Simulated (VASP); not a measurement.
# Ge2PdS3 (P1) in VASP: single point with PBEsol

Aim: the single point of Ge2PdS3 with PBEsol.

Program: VASP 6.6.1. These are calculated values, not measurements. Logs are shortened: lines on timing, memory, paths and dates and some standing lists are left out, and cuts for length are marked.

**1. The cell of the first run**

The typed cell holds 6 atoms: a = 6.364 Å, b = 6.150 Å, c = 6.983 Å, α = 128.30°, β = 134.92°, γ = 37.27°.

**2. Single point, PBEsol**

Contents of INCAR:

```
SYSTEM = Ge2PdS3
PREC = Accurate
ENCUT = 500
EDIFF = 1E-6
ISMEAR = -1
SIGMA = 0.05
LREAL = .FALSE.
LASPH = .TRUE.
NELM = 120
ALGO = Normal
ISIF = 2
LWAVE = .FALSE.
LCHARG = .FALSE.
GGA = PS
NBANDS = 37
GGA_COMPAT = .FALSE.
```

Contents of KPOINTS:

```
Automatic mesh
0
G
  6 6 4
  0 0 0
```

Contents of POSCAR:

```
Ge2PdS3
1.0
    5.9743985180     -2.1781753110      0.2564737054
    5.8496216189      1.8122057799      0.5620695627
   -5.2028489356      0.6799919687      4.6076279575
Ge Pd S
2 1 3
Direct
    0.6117690743      0.6286148202      0.8763212250
    0.4617610292      0.4339648704      0.2242865427
    0.0851750057      0.2679854621      0.6999466091
    1.0701407690      0.7733057631      0.4400525112
    0.7353848213      0.8847151446      0.7343306355
    0.1148235456     -0.0191919007      0.0888986175
```

Potentials or basis: VASP PAW PBE potentials, release 64 (Ge_d, Pd, S).

Started as:

```bash
> cat potpaw_PBE.64/Ge_d/POTCAR potpaw_PBE.64/Pd/POTCAR potpaw_PBE.64/S/POTCAR > POTCAR
> mpirun -np 1 vasp_std > vasp.out
```

OUTCAR:

```text
SYSTEM = Ge2PdS3
   PREC = Accurate
   ENCUT = 500
   EDIFF = 1E-6
   ISMEAR = -1
   LREAL = .FALSE.
   LASPH = .TRUE.
   NELM = 120
   ISIF = 2
   GGA = PS

 ion  position               nearest neighbor table
   1  0.612  0.629  0.876-   4 2.37   3 2.59   3 2.72
   2  0.462  0.434  0.224-   4 2.44   6 2.50   3 2.64   3 2.66   4 2.84
   3  0.085  0.268  0.700-   5 2.36   4 2.44   5 2.55   1 2.59   2 2.64   2 2.66   1 2.72
   4  0.070  0.773  0.440-   1 2.37   3 2.44   2 2.44   2 2.84
   5  0.735  0.885  0.734-   6 2.08   3 2.36   3 2.55
   6  0.115  0.981  0.089-   5 2.08   2 2.50

  LATTYP: Found a triclinic cell.
 ALAT       =     4.0040104087
 B/A-ratio  =     1.4424015035
 C/A-ratio  =     1.5894686210
 COS(alpha) =     0.0064880350
 COS(beta)  =     0.3672650748
 COS(gamma) =     0.4948796155

  Lattice vectors:

 A1 = (   0.1247768991,  -3.9903810909,  -0.3055958573)
 A2 = (  -0.6467726833,  -2.4921977486,  -5.1696975202)
 A3 = (   5.9743985180,  -2.1781753110,   0.2564737054)

Analysis of symmetry for initial positions (statically):
=====================================================================
 Subroutine PRICEL returns:
 Original cell was already a primitive cell.

 Routine SETGRP: Setting up the symmetry group for a
 triclinic supercell.

 Subroutine GETGRP returns: Found  1 space group operations
 (whereof  1 operations were pure point group operations)
 out of a pool of  2 trial point group operations.

The static configuration has the point symmetry C_1 .

Analysis of symmetry for dynamics (positions and initial velocities):
=====================================================================
 Subroutine PRICEL returns:
 Original cell was already a primitive cell.

 Routine SETGRP: Setting up the symmetry group for a
 triclinic supercell.

 Subroutine GETGRP returns: Found  1 space group operations
 (whereof  1 operations were pure point group operations)
 out of a pool of  2 trial point group operations.

The dynamic configuration has the point symmetry C_1 .

 Subroutine INISYM returns: Found  1 space group operations
 (whereof  1 operations are pure point group operations),
 and found     1 'primitive' translations

----------------------------------------------------------------------------------------

                                     Primitive cell

  volume of cell :     116.1189

  direct lattice vectors                    reciprocal lattice vectors
     5.974398518 -2.178175311  0.256473705     0.068617339 -0.257298796  0.115453498
     5.849621619  1.812205780  0.562069563     0.087932498  0.248557378  0.062609761
    -5.202848936  0.679991969  4.607627958    -0.014546036 -0.015998722  0.202967380

  length of vectors
     6.364248903  6.149641052  6.982998032     0.290242175  0.270985012  0.204115907

  position of ions in fractional coordinates (direct lattice)
     0.611769074  0.628614820  0.876321225
     0.461761029  0.433964870  0.224286543
     0.085175006  0.267985462  0.699946609
     0.070140769  0.773305763  0.440052511
     0.735384821  0.884715145  0.734330636
     0.114823546  0.980808099  0.088898617

  ion indices of the primitive-cell ions
   primitive index   ion index
                 1           1
                 2           2
                 3           3
                 4           4
                 5           5
                 6           6

----------------------------------------------------------------------------------------

 KPOINTS: Automatic mesh

Automatic generation of k-mesh.
 Grid dimensions read from file:
 generate k-points for:    6    6    4

 Generating k-lattice:

  Cartesian coordinates                     Fractional coordinates (reciprocal lattice)
     0.011436223 -0.042883133  0.019242250     0.166666667 -0.000000000  0.000000000
     0.014655416  0.041426230  0.010434960     0.000000000  0.166666667 -0.000000000
    -0.003636509 -0.003999681  0.050741845     0.000000000  0.000000000  0.250000000

  Length of vectors
     0.048373696  0.045164169  0.051028977

  Shift w.r.t. Gamma in fractional coordinates (k-lattice)
     0.000000000  0.000000000  0.000000000

 Subroutine IBZKPT returns following result:
 ===========================================

 Found     76 irreducible k-points:

 Following reciprocal coordinates:
            Coordinates               Weight
  0.000000  0.000000  0.000000      1.000000
  0.166667  0.000000 -0.000000      2.000000
  0.333333  0.000000 -0.000000      2.000000
  0.500000 -0.000000 -0.000000      1.000000
 -0.000000  0.166667 -0.000000      2.000000
  0.166667  0.166667 -0.000000      2.000000
[... 16 lines left out ...]
  0.333333 -0.000000  0.250000      2.000000
  0.500000 -0.000000  0.250000      2.000000
 [... further k-points ...]
   k-points           NKPTS =     76   k-points in BZ     NKDIM =     76   number of bands    NBANDS=     37
   number of dos      NEDOS =    301   number of ions     NIONS =      6
   total plane-waves  NPLWV = 124416
   dimension x,y,z NGX =    48 NGY =   48 NGZ =   54
   dimension x,y,z NGXF=    96 NGYF=   96 NGZF=  108
   ions per type =               2   1   3
   NGX,Y,Z   is equivalent  to a cutoff of  12.54, 12.98, 12.86 a.u.
   NGXF,Y,Z  is equivalent  to a cutoff of  25.08, 25.95, 25.71 a.u.
 SYSTEM =  Ge2PdS3
   PREC   = accura    normal or accurate (medium, high low for compatibility)
   ISTART =      0    job   : 0-new  1-cont  2-samecut
   ICHARG =      2    charge: 1-file 2-atom 10-const
   ISPIN  =      1    spin polarized calculation?
   LNONCOLLINEAR =      F non collinear calculations
   LSORBIT =      F    spin-orbit coupling
   LASPH  =      T    aspherical Exc in radial PAW
   ENCUT  =  500.0 eV  36.75 Ry    6.06 a.u.  11.60 11.21 12.73*2*pi/ulx,y,z
   NELM   =    120;   NELMIN=  2; NELMDL= -5     # of ELM steps
   EDIFF  = 0.1E-05   stopping-criterion for ELM
   LREAL  =      F    real-space projection
   EDIFFG = 0.1E-04   stopping-criterion for IOM
   NSW    =      0    number of steps for IOM
   IBRION =     -1    ionic relax: 0-MD 1-quasi-New 2-CG
   NFREE  =      0    steps in history (QN), initial steepest desc. (CG)
   ISIF   =      2    stress and relaxation
   ISYM   =      2    0-nonsym 1-usesym 2-fastsym
   POTIM  = 0.5000    time-step for ionic-motion
   TEBEG  =    0.0;   TEEND  =   0.0 temperature during run
   PSTRESS=    0.0 pullay stress
   NELECT =      56.0000    total number of electrons
   NUPDOWN=      -1.0000    fix difference up-down
   EMIN   =  10.00;   EMAX   =-10.00  energy-range for DOS
   EFERMI =   0.00;   METHOD = LEGACY
   ISMEAR =    -1;   SIGMA  =   0.05  broadening in eV -4-tet -1-fermi 0-gaus
   EFERMI_NEDOS =   21; number of points for ismear=-14 and -15
   IALGO  =     38    algorithm
   IMIX   =      4    mixing-type and parameters
     AMIX     =   0.40;   BMIX     =  1.00
     AMIX_MAG =   1.60;   BMIX_MAG =  1.00
  volume/ion in A,a.u.               =      19.35       130.60
  Fermi-wavevector in a.u.,A,eV,Ry     =   1.283817  2.426063 22.424946  1.648187
  Thomas-Fermi vector in A             =   2.416048
   LORBIT       =      0    0 simple, 1 ext, 2 COOP (PROOUT), +10 PAW based schemes
   GGA     = PS    functional components
   LHFCALC =     F    Hartree Fock is set to
   AEXX    =    0.0000 exact exchange contribution
   IVDW    =     0    specifies the selected vdW correction
   LEPSILON=     F    determine dielectric tensor
   LRPA    =     F    only Hartree local field effects (RPA)
 non-spin polarized calculation
  energy-cutoff  :      500.00
  volume of cell :      116.12
 maximum number of plane-waves:      2968
 NGX is ok and might be reduce to    48
   NGX = 23   NGY = 23   NGZ = 25

 number of electron      55.9999998 magnetization

 Free energy of the ion-electron system (eV)
  ---------------------------------------------------
  ext. energy  EPLUGINS =         0.00000000
  ---------------------------------------------------
  free energy    TOTEN  =       -29.93362659 eV

  energy without entropy =      -29.92559495  energy(sigma->0) =      -29.92961077

 E-fermi :   5.9668     XC(G=0): -10.5938

 val. band max:        5.9017961205   @ k =   0.1667   0.0000   0.2500
 cond. band min:       5.9684904254   @ k =  -0.0000   0.1667   0.5000
 fundamental gap:      0.0666943049
 Fermi energy:         5.9667646051

 k-point     1 :       0.0000    0.0000    0.0000
  band No.  band energies     occupation
      1     -18.7968      2.00000
      2     -18.7822      2.00000
      3     -18.7514      2.00000
      4     -18.7436      2.00000
      5     -18.7339      2.00000
      6     -18.7127      2.00000
[... 29 lines left out ...]
     36      11.5247      0.00000
     37      12.3719      0.00000

 k-point     2 :       0.1667    0.0000   -0.0000
  band No.  band energies     occupation
      1     -18.7980      2.00000
      2     -18.7811      2.00000
      3     -18.7514      2.00000
      4     -18.7428      2.00000
      5     -18.7337      2.00000
      6     -18.7124      2.00000
[... 29 lines left out ...]
     36      11.5073      0.00000
     37      12.6238      0.00000

 k-point     3 :       0.3333    0.0000   -0.0000
  band No.  band energies     occupation
      1     -18.8003      2.00000
      2     -18.7791      2.00000
      3     -18.7515      2.00000
      4     -18.7412      2.00000
      5     -18.7333      2.00000
      6     -18.7118      2.00000
[... 29 lines left out ...]
     36      12.1400      0.00000
     37      13.1928      0.00000
[... 761 lines left out ...]
 k-point    23 :       0.3333   -0.0000    0.2500
  band No.  band energies     occupation
      1     -18.8002      2.00000
      2     -18.7790      2.00000
      3     -18.7513      2.00000
      4     -18.7409      2.00000
      5     -18.7337      2.00000
      6     -18.7114      2.00000
[... 29 lines left out ...]
     36      12.1833      0.00000
     37      12.7643      0.00000

 k-point    24 :       0.5000   -0.0000    0.2500
  band No.  band energies     occupation
      1     -18.8015      2.00000
      2     -18.7782      2.00000
      3     -18.7517      2.00000
      4     -18.7411      2.00000
      5     -18.7336      2.00000
      6     -18.7123      2.00000
[... 29 lines left out ...]
     36      11.5332      0.00000
     37      12.8627      0.00000

 [... further k-points ...]

------------------------ aborting loop because EDIFF is reached ----------------------------------------

  FORCE on cell =-STRESS in cart. coord.  units (eV):
  Direction    XX          YY          ZZ          XY          YZ          ZX
  --------------------------------------------------------------------------------------
  -------------------------------------------------------------------------------------
  Total       -0.0701397     -0.0349204     -0.1520462      0.0058498      0.0151713     -0.0641178
  in kB       -0.9677695     -0.4818225     -2.0978929      0.0807142      0.2093297     -0.8846810
  external PRESSURE =      -1.1824950 kB  Pullay stress =       0.0000000 kB

 VOLUME and BASIS-vectors are now :
 -----------------------------------------------------------------------------
  energy-cutoff  :      500.00
  volume of cell :      116.12
      direct lattice vectors                 reciprocal lattice vectors
     5.974398518 -2.178175311  0.256473705     0.068617339 -0.257298796  0.115453498
     5.849621619  1.812205780  0.562069563     0.087932498  0.248557378  0.062609761
    -5.202848936  0.679991969  4.607627958    -0.014546036 -0.015998722  0.202967380

 POSITION                                       TOTAL-FORCE (eV/Angst)
 -----------------------------------------------------------------------------------
      2.77274      0.40253      4.54799         0.006905     -0.001495     -0.011580
      4.13035     -0.06685      1.39578        -0.002137      0.005368     -0.008716
     -1.56523      0.77608      3.39757        -0.010604      0.001774      0.004919
      2.65307      1.54784      2.48024        -0.000863     -0.001770      0.008141
      5.74812      0.50083      4.06940         0.046637     -0.019707      0.069940
      5.96083      1.58777      0.99034        -0.039938      0.015829     -0.062703
 -----------------------------------------------------------------------------------
    total drift:                                0.000083      0.000486      0.000208

  FREE ENERGIE OF THE ION-ELECTRON SYSTEM (eV)
  ---------------------------------------------------
  free  energy   TOTEN  =       -29.9336265905 eV

  energy  without entropy=      -29.9255949514  energy(sigma->0) =      -29.92961077
```

Wall time 19 min (1 thread of AMD EPYC, shared host); peak memory 0.49 GiB.

Results:

```yaml
Free_energy: -29.9336 eV
Pressure: -0.1 GPa
Largest_force: 0.086 eV/Å
Band_gap_on_the_k_mesh: zero (bands 28 and 29 overlap by 0.42 eV)
```

Forces on the atoms (eV/Å):
```
Ge   0.007 -0.001 -0.012
Ge  -0.002  0.005 -0.009
Pd  -0.011  0.002  0.005
S   -0.001 -0.002  0.008
S    0.047 -0.020  0.070
S   -0.040  0.016 -0.063
```

Stress tensor (GPa, compression positive):
```
-0.10  0.01 -0.09
 0.01 -0.05  0.02
-0.09  0.02 -0.21
```

Caveat: the PAW data sets were made with another functional, which shifts forces and pressure a little.
